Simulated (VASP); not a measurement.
TiSi2: single point with PBE

The system is TiSi2.

```xyz
3
Lattice="4.3863 0.0000 0.0000 -2.1931 3.7986 0.0000 0.0000 0.0000 2.5487" Properties=species:S:1:pos:R:3 pbc="T T T"
Ti    0.0000    0.0000    0.0000
Si    0.0000    2.5324    1.2744
Si    2.1931    1.2662    1.2744
```

```yaml
Program: VASP 6.6.1
Task: single point
Functional: PBE
Potentials_or_basis: VASP PAW PBE potentials, release 64 (Ti_sv, Si)
Cutoff: 520 eV
k_mesh: 7 × 7 × 10
Occupations: fermi-dirac, width 0.05 eV
Spin: no spin polarisation
```

```yaml
Pressure: -0.3 GPa
Band_gap_on_the_k_mesh: zero (band 10 reaches 11.30 eV, above the bottom of band 11 at 8.63 eV)
```

Stress tensor (GPa, compression positive):
```
-0.30  0.00  0.00
 0.00 -0.30  0.00
 0.00  0.00 -0.16
```

Levels at points of the mesh, in eV from the Fermi level:
| k point | band 7 | band 8 | band 9 | band 10 | band 11 | band 12 | band 13 | band 14 |
| --- | --- | --- | --- | --- | --- | --- | --- | --- |
| (0.00, 0.00, 0.00) | -5.25 | -5.18 | -1.66 | -1.01 | -1.01 | 2.92 | 2.92 | 3.36 |
| (0.00, 0.00, 0.50) | -2.29 | -2.29 | -0.90 | -0.80 | -0.80 | -0.26 | -0.26 | 1.37 |

Wall time 43 s on 1 thread of Intel Xeon 8259CL, with other jobs on the host, peak memory 0.18 GiB.
